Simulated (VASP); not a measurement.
# InAs (Fm-3m) in VASP: a series of runs

Runs on InAs. Level: LDA. Tasks: single point.

Everything below comes from runs of VASP 6.6.1. Logs are shortened: lines on timing, memory, paths and dates and some standing lists are left out, and cuts for length are marked.

### 1 The cell of the first run

It takes space group Fm-3m (No. 225, cubic). Conventional cell: a = 5.812 Å, b = 5.812 Å, c = 5.812 Å, α = 90.00°, β = 90.00°, γ = 90.00°. Within 3.8 Å of In (site symmetry m-3m) lie 6 As at 2.91 Å. Within 3.8 Å of As (site symmetry m-3m) lie 6 In at 2.91 Å.

### 2 Single point, LDA

Contents of INCAR:

```
PREC = Accurate
ENCUT = 500
EDIFF = 1E-6
ISMEAR = -1
SIGMA = 0.1
LREAL = False
LASPH = True
NELM = 120
ALGO = Normal
ISIF = 2
LWAVE = False
LCHARG = True
GGA = CA
LELF = True
LVHAR = True
NBANDS = 16
GGA_COMPAT = False
```

Contents of KPOINTS:

```
Automatic mesh
0
Gamma
  6 6 6
```

Contents of POSCAR:

```
InAs
1.0
    0.0000000000      2.9057940113      2.9057940113
    2.9057940113      0.0000000000      2.9057940113
    2.9057940113      2.9057940113      0.0000000000
In As
1 1
Direct
    0.5000000000      0.5000000000      0.5000000000
    0.0000000000      0.0000000000      0.0000000000
```

Potentials or basis: VASP PAW LDA potentials, release 64 (In_d, As).

Started as:

```bash
> cat potpaw_LDA.64/In_d/POTCAR potpaw_LDA.64/As/POTCAR > POTCAR
> mpirun -np 1 vasp_std > vasp.out
```

OUTCAR:

```text
PREC = Accurate
   ENCUT = 500
   EDIFF = 1E-6
   ISMEAR = -1
   LREAL = False
   LASPH = True
   NELM = 120
   ISIF = 2
   GGA = CA

 ion  position               nearest neighbor table
   1  0.500  0.500  0.500-   2 2.91   2 2.91   2 2.91   2 2.91   2 2.91   2 2.91
   2  0.000  0.000  0.000-   1 2.91   1 2.91   1 2.91   1 2.91   1 2.91   1 2.91

  LATTYP: Found a face centered cubic cell.
 ALAT       =     5.8115880226

  Lattice vectors:

 A1 = (   0.0000000000,   2.9057940113,   2.9057940113)
 A2 = (   2.9057940113,   0.0000000000,   2.9057940113)
 A3 = (   2.9057940113,   2.9057940113,   0.0000000000)

Analysis of symmetry for initial positions (statically):
=====================================================================
 Subroutine PRICEL returns:
 Original cell was already a primitive cell.

 Routine SETGRP: Setting up the symmetry group for a
 face centered cubic supercell.

 Subroutine GETGRP returns: Found 48 space group operations
 (whereof 48 operations were pure point group operations)
 out of a pool of 48 trial point group operations.

The static configuration has the point symmetry O_h .

Analysis of symmetry for dynamics (positions and initial velocities):
=====================================================================
 Subroutine PRICEL returns:
 Original cell was already a primitive cell.

 Routine SETGRP: Setting up the symmetry group for a
 face centered cubic supercell.

 Subroutine GETGRP returns: Found 48 space group operations
 (whereof 48 operations were pure point group operations)
 out of a pool of 48 trial point group operations.

The dynamic configuration has the point symmetry O_h .

 Subroutine INISYM returns: Found 48 space group operations
 (whereof 48 operations are pure point group operations),
 and found     1 'primitive' translations

----------------------------------------------------------------------------------------

                                     Primitive cell

  volume of cell :      49.0710

  direct lattice vectors                    reciprocal lattice vectors
     0.000000000  2.905794011  2.905794011    -0.172070008  0.172070008  0.172070008
     2.905794011  0.000000000  2.905794011     0.172070008 -0.172070008  0.172070008
     2.905794011  2.905794011  0.000000000     0.172070008  0.172070008 -0.172070008

  length of vectors
     4.109413300  4.109413300  4.109413300     0.298033997  0.298033997  0.298033997

  position of ions in fractional coordinates (direct lattice)
     0.500000000  0.500000000  0.500000000
     0.000000000  0.000000000  0.000000000

  ion indices of the primitive-cell ions
   primitive index   ion index
                 1           1
                 2           2

----------------------------------------------------------------------------------------

 KPOINTS: Automatic mesh

Automatic generation of k-mesh.
 Grid dimensions read from file:
 generate k-points for:    6    6    6

 Generating k-lattice:

  Cartesian coordinates                     Fractional coordinates (reciprocal lattice)
    -0.028678335  0.028678335  0.028678335     0.166666667  0.000000000  0.000000000
     0.028678335 -0.028678335  0.028678335     0.000000000  0.166666667  0.000000000
     0.028678335  0.028678335 -0.028678335     0.000000000  0.000000000  0.166666667

  Length of vectors
     0.049672333  0.049672333  0.049672333

  Shift w.r.t. Gamma in fractional coordinates (k-lattice)
     0.000000000  0.000000000  0.000000000

 Subroutine IBZKPT returns following result:
 ===========================================

 Found     16 irreducible k-points:

 Following reciprocal coordinates:
            Coordinates               Weight
  0.000000  0.000000  0.000000      1.000000
  0.166667  0.000000  0.000000      8.000000
  0.333333  0.000000  0.000000      8.000000
  0.500000  0.000000  0.000000      4.000000
  0.166667  0.166667  0.000000      6.000000
  0.333333  0.166667  0.000000     24.000000
[... 8 lines left out ...]
 -0.333333  0.333333  0.166667     24.000000
 -0.333333  0.500000  0.166667     12.000000
   k-points           NKPTS =     16   k-points in BZ     NKDIM =     16   number of bands    NBANDS=     16
   number of dos      NEDOS =    301   number of ions     NIONS =      2
   total plane-waves  NPLWV =  27000
   dimension x,y,z NGX =    30 NGY =   30 NGZ =   30
   dimension x,y,z NGXF=    60 NGYF=   60 NGZF=   60
   ions per type =               1   1
   NGX,Y,Z   is equivalent  to a cutoff of  12.14, 12.14, 12.14 a.u.
   NGXF,Y,Z  is equivalent  to a cutoff of  24.27, 24.27, 24.27 a.u.
 SYSTEM =  unknown system
   PREC   = accura    normal or accurate (medium, high low for compatibility)
   ISTART =      0    job   : 0-new  1-cont  2-samecut
   ICHARG =      2    charge: 1-file 2-atom 10-const
   ISPIN  =      1    spin polarized calculation?
   LNONCOLLINEAR =      F non collinear calculations
   LSORBIT =      F    spin-orbit coupling
   LASPH  =      T    aspherical Exc in radial PAW
   ENCUT  =  500.0 eV  36.75 Ry    6.06 a.u.   7.49  7.49  7.49*2*pi/ulx,y,z
   NELM   =    120;   NELMIN=  2; NELMDL= -5     # of ELM steps
   EDIFF  = 0.1E-05   stopping-criterion for ELM
   LREAL  =      F    real-space projection
   EDIFFG = 0.1E-04   stopping-criterion for IOM
   NSW    =      0    number of steps for IOM
   IBRION =     -1    ionic relax: 0-MD 1-quasi-New 2-CG
   NFREE  =      0    steps in history (QN), initial steepest desc. (CG)
   ISIF   =      2    stress and relaxation
   ISYM   =      2    0-nonsym 1-usesym 2-fastsym
   POTIM  = 0.5000    time-step for ionic-motion
   TEBEG  =    0.0;   TEEND  =   0.0 temperature during run
   PSTRESS=    0.0 pullay stress
   NELECT =      18.0000    total number of electrons
   NUPDOWN=      -1.0000    fix difference up-down
   EMIN   =  10.00;   EMAX   =-10.00  energy-range for DOS
   EFERMI =   0.00;   METHOD = LEGACY
   ISMEAR =    -1;   SIGMA  =   0.10  broadening in eV -4-tet -1-fermi 0-gaus
   EFERMI_NEDOS =   21; number of points for ismear=-14 and -15
   IALGO  =     38    algorithm
   IMIX   =      4    mixing-type and parameters
     AMIX     =   0.40;   BMIX     =  1.00
     AMIX_MAG =   1.60;   BMIX_MAG =  1.00
  volume/ion in A,a.u.               =      24.54       165.57
  Fermi-wavevector in a.u.,A,eV,Ry     =   1.171901  2.214571 18.685581  1.373351
  Thomas-Fermi vector in A             =   2.308338
   LORBIT       =      0    0 simple, 1 ext, 2 COOP (PROOUT), +10 PAW based schemes
   GGA     = CA    functional components
   LHFCALC =     F    Hartree Fock is set to
   AEXX    =    0.0000 exact exchange contribution
   IVDW    =     0    specifies the selected vdW correction
   LEPSILON=     F    determine dielectric tensor
   LRPA    =     F    only Hartree local field effects (RPA)
 non-spin polarized calculation
  energy-cutoff  :      500.00
  volume of cell :       49.07
 maximum number of plane-waves:      1267
 NGX is ok and might be reduce to    30
   NGX = 15   NGY = 15   NGZ = 15

 number of electron      18.0000011 magnetization

 Free energy of the ion-electron system (eV)
  ---------------------------------------------------
  ext. energy  EPLUGINS =         0.00000000
  ---------------------------------------------------
  free energy    TOTEN  =        -8.69904776 eV

  energy without entropy =       -8.66127797  energy(sigma->0) =       -8.68016286

 E-fermi :   5.5167     XC(G=0): -10.2027

 val. band max:        5.4867201619   @ k =   0.3333   0.0000   0.0000
 cond. band min:       5.6371323954   @ k =   0.5000   0.0000   0.0000
 fundamental gap:      0.1504122335
 Fermi energy:         5.5166774030

 k-point     1 :       0.0000    0.0000    0.0000
  band No.  band energies     occupation
      1      -8.7778      2.00000
      2      -8.7778      2.00000
      3      -8.7561      2.00000
      4      -8.7561      2.00000
      5      -8.7561      2.00000
      6      -6.4859      2.00000
[... 8 lines left out ...]
     15      12.6424      0.00000
     16      12.6424      0.00000

 k-point     2 :       0.1667    0.0000    0.0000
  band No.  band energies     occupation
      1      -8.7876      2.00000
      2      -8.7876      2.00000
      3      -8.7564      2.00000
      4      -8.7448      2.00000
      5      -8.7448      2.00000
      6      -6.2029      2.00000
[... 8 lines left out ...]
     15      13.3913      0.00000
     16      13.3913      0.00000

 k-point     3 :       0.3333    0.0000    0.0000
  band No.  band energies     occupation
      1      -8.8102      2.00000
      2      -8.8102      2.00000
      3      -8.7587      2.00000
      4      -8.7190      2.00000
      5      -8.7190      2.00000
      6      -5.4622      2.00000
[... 8 lines left out ...]
     15      15.1411      0.00000
     16      15.1411      0.00000

 k-point     4 :       0.5000    0.0000    0.0000
  band No.  band energies     occupation
      1      -8.8218      2.00000
      2      -8.8218      2.00000
      3      -8.7604      2.00000
      4      -8.7058      2.00000
      5      -8.7058      2.00000
      6      -4.9095      2.00000
[... 8 lines left out ...]
     15      17.1946      0.00000
     16      17.1946      0.00000

 k-point     5 :       0.1667    0.1667    0.0000
  band No.  band energies     occupation
      1      -8.8166      2.00000
      2      -8.7702      2.00000
      3      -8.7645      2.00000
      4      -8.7393      2.00000
      5      -8.7393      2.00000
      6      -6.0927      2.00000
[... 8 lines left out ...]
     15      14.9044      0.00000
     16      14.9044      0.00000

 k-point     6 :       0.3333    0.1667    0.0000
  band No.  band energies     occupation
      1      -8.8573      2.00000
      2      -8.7801      2.00000
      3      -8.7647      2.00000
      4      -8.7251      2.00000
      5      -8.7151      2.00000
      6      -5.4654      2.00000
[... 8 lines left out ...]
     15      15.8158      0.00000
     16      16.2252      0.00000

 k-point     7 :       0.5000    0.1667    0.0000
  band No.  band energies     occupation
      1      -8.8691      2.00000
      2      -8.8020      2.00000
      3      -8.7544      2.00000
      4      -8.7189      2.00000
      5      -8.7018      2.00000
      6      -4.7433      2.00000
[... 8 lines left out ...]
     15      17.0185      0.00000
     16      17.3891      0.00000

 k-point     8 :      -0.3333    0.1667    0.0000
  band No.  band energies     occupation
      1      -8.8438      2.00000
      2      -8.8123      2.00000
      3      -8.7496      2.00000
      4      -8.7198      2.00000
      5      -8.7146      2.00000
      6      -4.9563      2.00000
[... 8 lines left out ...]
     15      14.9152      0.00000
     16      16.9321      0.00000

 k-point     9 :      -0.1667    0.1667    0.0000
  band No.  band energies     occupation
      1      -8.8046      2.00000
      2      -8.8037      2.00000
      3      -8.7550      2.00000
      4      -8.7365      2.00000
      5      -8.7278      2.00000
      6      -5.7446      2.00000
[... 8 lines left out ...]
     15      14.1231      0.00000
     16      15.8940      0.00000

 k-point    10 :       0.3333    0.3333    0.0000
  band No.  band energies     occupation
      1      -8.9405      2.00000
      2      -8.7813      2.00000
      3      -8.7550      2.00000
      4      -8.7031      2.00000
      5      -8.7031      2.00000
      6      -4.9783      2.00000
[... 8 lines left out ...]
     15      17.0478      0.00000
     16      18.3841      0.00000

 k-point    11 :       0.5000    0.3333    0.0000
  band No.  band energies     occupation
      1      -8.9683      2.00000
      2      -8.7757      2.00000
      3      -8.7642      2.00000
      4      -8.6990      2.00000
      5      -8.6914      2.00000
      6      -4.3514      2.00000
[... 8 lines left out ...]
     15      18.1361      0.00000
     16      18.4257      0.00000

 k-point    12 :      -0.3333    0.3333    0.0000
  band No.  band energies     occupation
      1      -8.9207      2.00000
      2      -8.7900      2.00000
      3      -8.7495      2.00000
      4      -8.7197      2.00000
      5      -8.7003      2.00000
      6      -4.3311      2.00000
[... 8 lines left out ...]
     15      15.8525      0.00000
     16      17.1011      0.00000

 k-point    13 :       0.5000    0.5000    0.0000
  band No.  band energies     occupation
      1      -9.0165      2.00000
      2      -8.7897      2.00000
      3      -8.7474      2.00000
      4      -8.6836      2.00000
      5      -8.6836      2.00000
      6      -4.1078      2.00000
[... 8 lines left out ...]
     15      18.3155      0.00000
     16      19.7367      0.00000

 k-point    14 :       0.5000    0.3333    0.1667
  band No.  band energies     occupation
      1      -8.9036      2.00000
      2      -8.7850      2.00000
      3      -8.7604      2.00000
      4      -8.7158      2.00000
      5      -8.7038      2.00000
      6      -4.7831      2.00000
[... 8 lines left out ...]
     15      17.0931      0.00000
     16      17.2552      0.00000

 k-point    15 :      -0.3333    0.3333    0.1667
  band No.  band energies     occupation
      1      -8.9195      2.00000
      2      -8.7929      2.00000
      3      -8.7414      2.00000
      4      -8.7331      2.00000
      5      -8.6931      2.00000
      6      -4.3297      2.00000
[... 8 lines left out ...]
     15      14.9339      0.00000
     16      18.6187      0.00000

 k-point    16 :      -0.3333    0.5000    0.1667
  band No.  band energies     occupation
      1      -8.9703      2.00000
      2      -8.7726      2.00000
      3      -8.7653      2.00000
      4      -8.7124      2.00000
      5      -8.6836      2.00000
      6      -4.1036      2.00000
[... 8 lines left out ...]
     15      16.7454      0.00000
     16      19.3903      0.00000

------------------------ aborting loop because EDIFF is reached ----------------------------------------

  FORCE on cell =-STRESS in cart. coord.  units (eV):
  Direction    XX          YY          ZZ          XY          YZ          ZX
  --------------------------------------------------------------------------------------
  -------------------------------------------------------------------------------------
  Total       -1.9713274     -1.9713274     -1.9713274     -0.0000000     -0.0000000     -0.0000000
  in kB      -64.3642724    -64.3642724    -64.3642724     -0.0000000     -0.0000000     -0.0000000
  external PRESSURE =     -64.3642724 kB  Pullay stress =       0.0000000 kB

 VOLUME and BASIS-vectors are now :
 -----------------------------------------------------------------------------
  energy-cutoff  :      500.00
  volume of cell :       49.07
      direct lattice vectors                 reciprocal lattice vectors
     0.000000000  2.905794011  2.905794011    -0.172070008  0.172070008  0.172070008
     2.905794011  0.000000000  2.905794011     0.172070008 -0.172070008  0.172070008
     2.905794011  2.905794011  0.000000000     0.172070008  0.172070008 -0.172070008

 POSITION                                       TOTAL-FORCE (eV/Angst)
 -----------------------------------------------------------------------------------
      2.90579      2.90579      2.90579         0.000000     -0.000000     -0.000000
      0.00000      0.00000      0.00000        -0.000000      0.000000      0.000000
 -----------------------------------------------------------------------------------
    total drift:                                0.000000      0.000000      0.000000

  FREE ENERGIE OF THE ION-ELECTRON SYSTEM (eV)
  ---------------------------------------------------
  free  energy   TOTEN  =        -8.6990477604 eV

  energy  without entropy=       -8.6612779676  energy(sigma->0) =       -8.68016286
```

Wall time 9.1 s (1 thread of AMD EPYC 7R43 (Zen 3), shared host); peak memory 0.11 GiB.

What came out:

* Free energy: -8.6990 eV
* Pressure: -6.4 GPa
* Band gap on the k mesh: zero (band 9 reaches 5.82 eV, above the bottom of band 10 at 3.30 eV)

Levels at points of the mesh, in eV from the Fermi level:
| k point | band 6 | band 7 | band 8 | band 9 | band 10 | band 11 | band 12 | band 13 |
| --- | --- | --- | --- | --- | --- | --- | --- | --- |
| (0.00, 0.00, 0.00) | -12.00 | -1.10 | -0.26 | -0.26 | -0.26 | 7.12 | 7.12 | 7.12 |
| (0.50, 0.00, 0.00) | -10.43 | -6.48 | 0.12 | 0.12 | 1.95 | 3.12 | 3.12 | 4.02 |
| (0.50, 0.50, 0.00) | -9.62 | -4.60 | -3.16 | -2.21 | -2.21 | 3.87 | 8.73 | 8.73 |

Caveat: spin-orbit coupling is left out, which moves the levels of the heavy elements.

(Part 1 of 2 ends here.)
